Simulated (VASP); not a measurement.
# AlN: relaxation of cell and atoms with RPBE+D3(BJ)

The system is AlN.

```
CELL_PARAMETERS angstrom
0.00000 2.03452 2.03452
2.03452 0.00000 2.03452
2.03452 2.03452 0.00000
ATOMIC_POSITIONS crystal
Al 0.50000 0.50000 0.50000
N 0.00000 0.00000 0.00000
```

```
Program                : VASP 6.6.1
Task                   : relaxation of cell and atoms
Functional             : RPBE
Dispersion             : D3(BJ)
Potentials or basis    : VASP PAW PBE potentials, release 64 (Al, N)
Cutoff                 : 600 eV
k mesh                 : 11 × 11 × 11
Occupations            : fermi-dirac, width 0.05 eV
Spin                   : no spin polarisation
Dipole correction      : no
Further INCAR settings : ALGO = Normal; EDIFF = 1e-06; IBRION = 2; EDIFFG = -0.01; NSW = 60; ISIF = 3
```

```
Relaxed volume                         : 7.62 Å³/atom
Relaxed cell                           : a = 2.783 Å, b = 2.783 Å, c = 2.783 Å, α = 60.00°, β = 60.00°, γ = 60.00°
Space group after relaxing (to 0.05 Å) : Fm-3m (No. 225)
Energy gained by relaxing              : 70.6 meV/atom
Ionic steps                            : 4
Pressure after relaxing                : 0.0 GPa
Band gap on the k mesh                 : 5.23 eV, indirect (least direct gap 6.91 eV)
Dispersion energy per atom             : -1.651 eV
```

Step by step:
```csv
step,energy change (eV),largest force (eV/Å),pressure (GPa),volume (Å³)
1,0.0000,0.0000,-25.99,16.84
2,0.0342,0.0000,40.45,13.73
3,-0.1412,0.0000,-0.62,15.27
4,-0.1412,0.0000,0.01,15.24
```

Final structure:
```xyz
2
Lattice="0.0000 1.9678 1.9678 1.9678 0.0000 1.9678 1.9678 1.9678 0.0000" Properties=species:S:1:pos:R:3 pbc="T T T"
Al    1.9678    1.9678    1.9678
N     0.0000    1.9678    1.9678
```

Levels at points of the mesh, in eV from the valence-band top:
```
           k point  band 2  band 3  band 4  band 5  band 6  band 7
(0.00, 0.00, 0.00)    0.00    0.00    0.00    6.91   12.43   12.43
```

Wall time 15 s on 1 thread of Intel Xeon 6975P-C, with other jobs on the host, peak memory 0.15 GiB.

Caveat: the PAW data sets were made with another functional, which shifts forces and pressure a little. A k mesh can miss the band edges.
